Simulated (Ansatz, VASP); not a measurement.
# One calculation of Cu5Pt, two programs

```xyz
6
Lattice="5.5318 0.0000 0.0000 0.0000 5.5318 0.0000 0.0000 0.0000 4.6079" Properties=species:S:1:pos:R:3 pbc="T T T"
Cu    4.3685    4.3685    2.3039
Cu    1.1634    1.1634    2.3039
Cu    1.1634    4.3685    2.3039
Cu    4.3685    1.1634    2.3039
Cu    2.7659    2.7659    2.3039
Pt    2.7659    2.7659    0.0000
```

Alike in both runs: task relaxation of cell and atoms; functional PBE; k mesh 8 × 8 × 8; occupations gaussian, width 0.1 eV; no spin polarisation.

|  | VASP | Ansatz |
| --- | --- | --- |
| version | VASP 6.6.1 | Ansatz 0.2.0 |
| potentials or method | VASP PAW PBE potentials, release 64 (Cu, Pt), cutoff 600 eV | scalar-relativistic, plane waves, PAW |
| valence electrons in the cell | 65 | 113 |

```csv
,VASP,Ansatz,Ansatz less VASP
"gap on the k mesh at the Fermi level, each at its own relaxed structure (eV)",none,none,-
relaxed volume (Å³/atom),23.61,23.49,-0.127
relaxed length of the cell vector where the two differ most in proportion (Å),5.536,5.524,-0.0120
```

A gap of «none» marks a metal or a gap that the smearing closes. VASP's potentials hold 65 valence electrons a cell and Ansatz's 113, so a difference there can come from the potentials and not from the codes.

Neither program's run includes spin-orbit coupling.
